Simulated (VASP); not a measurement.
# NbH (I4/mmm) in VASP: further runs

Runs on NbH. Level: PBEsol. Tasks: single point.

Everything below comes from runs of VASP 6.6.1. Logs are shortened: lines on timing, memory, paths and dates and some standing lists are left out, and cuts for length are marked.

## (1) The cell of the first run

It takes space group I4/mmm (No. 139, tetragonal). Conventional cell: a = 3.305 Å, b = 3.305 Å, c = 3.787 Å, α = 90.00°, β = 90.00°, γ = 90.00°. Nb (site symmetry 4/mmm) has 6 H at 1.89 to 2.34 Å within 2.5 Å. H (site symmetry 4/mmm) has 6 Nb at 1.89 to 2.34 Å within 2.5 Å.

## (2) Single point, PBEsol (biaxial strain in the a-b plane: +4.0 %, then relaxed in part)

INCAR reads:

```
SYSTEM = NbH
PREC = Accurate
ENCUT = 520
EDIFF = 1E-7
ISMEAR = 0
SIGMA = 0.1
LREAL = .FALSE.
LASPH = .TRUE.
NELM = 60
ALGO = Normal
ISIF = 2
LWAVE = .FALSE.
LCHARG = .FALSE.
GGA = PS
NBANDS = 22
```

KPOINTS reads:

```
regular mesh
0
G
  14 14 12
  0 0 0
```

POSCAR reads:

```
NbH
1.0
    3.3047609787      0.0000000000      0.0000000000
    0.0000000000      3.3047609787      0.0000000000
    0.0000000000      0.0000000000      3.7872684462
Nb H
2 2
Direct
    0.0000000000      0.0000000000      0.0000000000
    0.5000000000      0.5000000000      0.5000000000
    0.0000000000      0.0000000000      0.5000000000
    0.5000000000      0.5000000000      0.0000000000
```

Potentials or basis: VASP PAW PBE potentials, release 64 (Nb_sv, H).

Command:

```console
> cat potpaw_PBE.64/Nb_sv/POTCAR potpaw_PBE.64/H/POTCAR > POTCAR
> mpirun -np 1 vasp_std > vasp.out
```

OUTCAR:

```text
SYSTEM = NbH
   PREC = Accurate
   ENCUT = 520
   EDIFF = 1E-7
   ISMEAR = 0
   LREAL = .FALSE.
   LASPH = .TRUE.
   NELM = 60
   ISIF = 2
   GGA = PS

 ion  position               nearest neighbor table
   1  0.000  0.000  0.000-   3 1.89   3 1.89   2 3.01   2 3.01   2 3.01   2 3.01   2 3.01   2 3.01
                             2 3.01   2 3.01
   2  0.500  0.500  0.500-   4 1.89   4 1.89   1 3.01   1 3.01   1 3.01   1 3.01   1 3.01   1 3.01
                             1 3.01   1 3.01
   3  0.000  0.000  0.500-   1 1.89   1 1.89
   4  0.500  0.500  0.000-   2 1.89   2 1.89

  LATTYP: Found a simple tetragonal cell.
 ALAT       =     3.3047609787
 C/A-ratio  =     1.1460037415

  Lattice vectors:

 A1 = (   3.3047609787,   0.0000000000,   0.0000000000)
 A2 = (   0.0000000000,   3.3047609787,   0.0000000000)
 A3 = (   0.0000000000,   0.0000000000,   3.7872684462)

Analysis of symmetry for initial positions (statically):
=====================================================================
 Subroutine PRICEL returns following result:

  LATTYP: Found a body centered tetragonal cell.
 ALAT       =     3.3047609787
 C/A-ratio  =     1.1460037415

  Lattice vectors:

 A1 = (  -1.6523804894,  -1.6523804894,  -1.8936342231)
 A2 = (   1.6523804894,   1.6523804894,  -1.8936342231)
 A3 = (   1.6523804894,  -1.6523804894,   1.8936342231)

   2 primitive cells build up your supercell.

 Routine SETGRP: Setting up the symmetry group for a
 simple tetragonal supercell.

 Subroutine GETGRP returns: Found 16 space group operations
 (whereof 16 operations were pure point group operations)
 out of a pool of 16 trial point group operations.

The static configuration has the point symmetry D_4h.

Analysis of symmetry for dynamics (positions and initial velocities):
=====================================================================
 Subroutine PRICEL returns following result:

  LATTYP: Found a body centered tetragonal cell.
 ALAT       =     3.3047609787
 C/A-ratio  =     1.1460037415

  Lattice vectors:

 A1 = (  -1.6523804894,  -1.6523804894,  -1.8936342231)
 A2 = (   1.6523804894,   1.6523804894,  -1.8936342231)
 A3 = (   1.6523804894,  -1.6523804894,   1.8936342231)

   2 primitive cells build up your supercell.

 Routine SETGRP: Setting up the symmetry group for a
 simple tetragonal supercell.

 Subroutine GETGRP returns: Found 16 space group operations
[... 102 lines left out ...]
   NELM   =     60;   NELMIN=  2; NELMDL= -5     # of ELM steps
   EDIFF  = 0.1E-06   stopping-criterion for ELM
   LREAL  =      F    real-space projection
   EDIFFG = 0.1E-05   stopping-criterion for IOM
   NSW    =      0    number of steps for IOM
   IBRION =     -1    ionic relax: 0-MD 1-quasi-New 2-CG
   NFREE  =      0    steps in history (QN), initial steepest desc. (CG)
   ISIF   =      2    stress and relaxation
   ISYM   =      2    0-nonsym 1-usesym 2-fastsym
   POTIM  = 0.5000    time-step for ionic-motion
   TEBEG  =    0.0;   TEEND  =   0.0 temperature during run
   PSTRESS=    0.0 pullay stress
   NELECT =      28.0000    total number of electrons
   NUPDOWN=      -1.0000    fix difference up-down
   EMIN   =  10.00;   EMAX   =-10.00  energy-range for DOS
   EFERMI =   0.00;   METHOD = LEGACY
   ISMEAR =     0;   SIGMA  =   0.10  broadening in eV -4-tet -1-fermi 0-gaus
   EFERMI_NEDOS =   21; number of points for ismear=-14 and -15
   IALGO  =     38    algorithm
   IMIX   =      4    mixing-type and parameters
     AMIX     =   0.40;   BMIX     =  1.00
     AMIX_MAG =   1.60;   BMIX_MAG =  1.00
  volume/ion in A,a.u.               =      10.34        69.78
  Fermi-wavevector in a.u.,A,eV,Ry     =   1.437448  2.716383 28.113125  2.066256
  Thomas-Fermi vector in A             =   2.556524
   LORBIT       =      0    0 simple, 1 ext, 2 COOP (PROOUT), +10 PAW based schemes
   GGA     = PS    functional components
   LHFCALC =     F    Hartree Fock is set to
   AEXX    =    0.0000 exact exchange contribution
   IVDW    =     0    specifies the selected vdW correction
   LEPSILON=     F    determine dielectric tensor
   LRPA    =     F    only Hartree local field effects (RPA)
 non-spin polarized calculation
 Gauss-broadening in eV      SIGMA  =   0.10
  energy-cutoff  :      520.00
  volume of cell :       41.36
 maximum number of plane-waves:      1136
 NGX is ok and might be reduce to    28
   NGX = 13   NGY = 13   NGZ = 15

 number of electron      27.9999998 magnetization

 Free energy of the ion-electron system (eV)
  ---------------------------------------------------
  ext. energy  EPLUGINS =         0.00000000
  ---------------------------------------------------
  free energy    TOTEN  =       -29.17363457 eV

  energy without entropy =      -29.16712743  energy(sigma->0) =      -29.17038100

 E-fermi :  10.8714     XC(G=0): -12.4630

 val. band max:       10.8557525505   @ k =   0.0000   0.0000   0.2500
 cond. band min:      10.8756161663   @ k =   0.2857   0.0714   0.0833
 fundamental gap:      0.0198636158
 Fermi energy:        10.8713821316

 k-point     1 :       0.0000    0.0000    0.0000
  band No.  band energies     occupation
      1     -44.3284      2.00000
      2     -44.0862      2.00000
      3     -20.7639      2.00000
      4     -20.4314      2.00000
      5     -20.4314      2.00000
      6     -19.9833      2.00000
[... 589 lines left out ...]
     21      19.3838      0.00000
     22      20.7530      0.00000

 [... further k-points ...]

------------------------ aborting loop because EDIFF is reached ----------------------------------------

  FORCE on cell =-STRESS in cart. coord.  units (eV):
  Direction    XX          YY          ZZ          XY          YZ          ZX
  --------------------------------------------------------------------------------------
  -------------------------------------------------------------------------------------
  Total       -3.0837185     -3.0837185     -0.1045277      0.0000000      0.0000000      0.0000000
  in kB     -119.4480613   -119.4480613     -4.0488876      0.0000000      0.0000000      0.0000000
  external PRESSURE =     -80.9816701 kB  Pullay stress =       0.0000000 kB

 VOLUME and BASIS-vectors are now :
 -----------------------------------------------------------------------------
  energy-cutoff  :      520.00
  volume of cell :       41.36
      direct lattice vectors                 reciprocal lattice vectors
     3.304760979  0.000000000  0.000000000     0.302593745  0.000000000  0.000000000
     0.000000000  3.304760979  0.000000000     0.000000000  0.302593745  0.000000000
     0.000000000  0.000000000  3.787268446     0.000000000  0.000000000  0.264042545

 POSITION                                       TOTAL-FORCE (eV/Angst)
 -----------------------------------------------------------------------------------
      0.00000      0.00000      0.00000         0.000000     -0.000000      0.000000
      1.65238      1.65238      1.89363        -0.000000      0.000000     -0.000000
      0.00000      0.00000      1.89363         0.000000     -0.000000      0.000000
      1.65238      1.65238      0.00000         0.000000     -0.000000      0.000000
 -----------------------------------------------------------------------------------
    total drift:                                0.000000      0.000000      0.000000

  FREE ENERGIE OF THE ION-ELECTRON SYSTEM (eV)
  ---------------------------------------------------
  free  energy   TOTEN  =       -29.1736345747 eV

  energy  without entropy=      -29.1671274326  energy(sigma->0) =      -29.17038100
```

OSZICAR:

```text
N       E                     dE             d eps       ncg     rms          rms(c)
DAV:   1     0.300024502843E+03    0.30002E+03   -0.15307E+04 11088   0.132E+03
DAV:   2    -0.104458505054E+02   -0.31047E+03   -0.30064E+03 12530   0.509E+02
DAV:   3    -0.302444512354E+02   -0.19799E+02   -0.19057E+02 20948   0.997E+01
DAV:   4    -0.310920724648E+02   -0.84762E+00   -0.83920E+00 15050   0.171E+01
DAV:   5    -0.311405290603E+02   -0.48457E-01   -0.48400E-01 18846   0.400E+00    0.115E+01
DAV:   6    -0.293479047755E+02    0.17926E+01   -0.28767E+00 16006   0.148E+01    0.362E+00
DAV:   7    -0.291680055544E+02    0.17990E+00   -0.91397E-01 19072   0.704E+00    0.135E+00
DAV:   8    -0.291744756813E+02   -0.64701E-02   -0.83847E-02 16000   0.241E+00    0.376E-01
DAV:   9    -0.291736979371E+02    0.77774E-03   -0.92987E-03 17082   0.852E-01    0.917E-02
DAV:  10    -0.291736337348E+02    0.64202E-04   -0.46261E-04 15316   0.200E-01    0.250E-02
DAV:  11    -0.291736365704E+02   -0.28356E-05   -0.48528E-05 17458   0.503E-02    0.975E-03
DAV:  12    -0.291736345784E+02    0.19920E-05   -0.35063E-06 15344   0.172E-02    0.259E-03
DAV:  13    -0.291736345747E+02    0.37780E-08   -0.48059E-07 13924   0.621E-03
   1 F= -.29173635E+02 E0= -.29170381E+02  d E =-.650714E-02
```

It took 95 s on 1 thread of AMD EPYC 9R45 (Zen 5), shared host; peak memory 0.28 GiB.

Results:

| Item | Value |
| --- | --- |
| Free energy | -29.1736 eV |
| Pressure | -8.1 GPa |
| Band gap on the k mesh | zero (bands 14 and 15 overlap by 1.23 eV) |

Stress tensor (GPa, compression positive):
```
-11.94   0.00   0.00
  0.00 -11.94   0.00
  0.00   0.00  -0.40
```

Caveat: the cell differs from its parent crystal (biaxial strain in the a-b plane: +4.0 %, then relaxed in part); the stress differs along the axes, from -12 to -0 GPa; the PAW data sets were made with another functional, which shifts forces and pressure a little.

## (3) Single point, PBEsol (biaxial strain in the a-b plane: +4.0 %)

INCAR reads:

```
SYSTEM = NbH
PREC = Accurate
ENCUT = 520
EDIFF = 1E-6
ISMEAR = 0
SIGMA = 0.1
LREAL = .False.
LASPH = .True.
NELM = 80
ALGO = Normal
ISIF = 2
LWAVE = .False.
LCHARG = .False.
GGA = PS
NBANDS = 22
```

KPOINTS reads:

```
Automatic mesh
0
Gamma
  14 14 12
  0 0 0
```

Changes to POSCAR since step 2:

```diff
@@ -4,3 +4,3 @@
     0.0000000000      3.3047609787      0.0000000000
-    0.0000000000      0.0000000000      3.7872684462
+    0.0000000000      0.0000000000      3.8091677571
 Nb H
```

Potentials or basis: VASP PAW PBE potentials, release 64 (Nb_sv, H).

Command:

```console
> cat potpaw_PBE.64/Nb_sv/POTCAR potpaw_PBE.64/H/POTCAR > POTCAR
> mpirun -np 1 vasp_std > vasp.out
```

Wall time 95 s (1 thread of AMD EPYC 9R45 (Zen 5), shared host); peak memory 0.28 GiB.

Results (log left out):

- Free energy: -29.1715 eV
- Pressure: -9.2 GPa
- Band gap on the k mesh: zero (bands 14 and 15 overlap by 1.22 eV)

Stress tensor (GPa, compression positive):
```
-12.45   0.00   0.00
  0.00 -12.45   0.00
  0.00   0.00  -2.75
```

Levels at points of the mesh, in eV from the Fermi level:
```
           k point  band 10  band 11  band 12  band 13  band 14  band 15  band 16  band 17  band 18  band 19
(0.00, 0.00, 0.00)    -8.22    -3.77    -0.85    -0.85     0.33     1.04     1.07     3.58     4.01     4.01
(0.50, 0.00, 0.00)    -7.30    -2.60    -2.60    -0.88    -0.88    -0.13    -0.13     1.20     1.20     3.66
(0.50, 0.50, 0.00)    -8.18    -3.08    -3.08     0.80     0.80     2.33     2.33     3.16     3.16     4.59
(0.00, 0.00, 0.50)    -7.05    -1.90    -1.90     0.21     0.21     0.21     0.21     0.72     0.72     1.72
(0.50, 0.00, 0.50)    -4.79    -4.43    -4.43    -1.99    -1.99     0.26     0.26     2.71     2.71     4.23
(0.50, 0.50, 0.50)    -6.10    -2.03    -2.03    -2.03    -2.03     1.14     1.14     3.20     3.20     4.98
```

Caveat: the cell differs from its parent crystal (biaxial strain in the a-b plane: +4.0 %); the stress differs along the axes, from -12 to -3 GPa; the PAW data sets were made with another functional, which shifts forces and pressure a little.

(Part 1 of 2 ends here.)
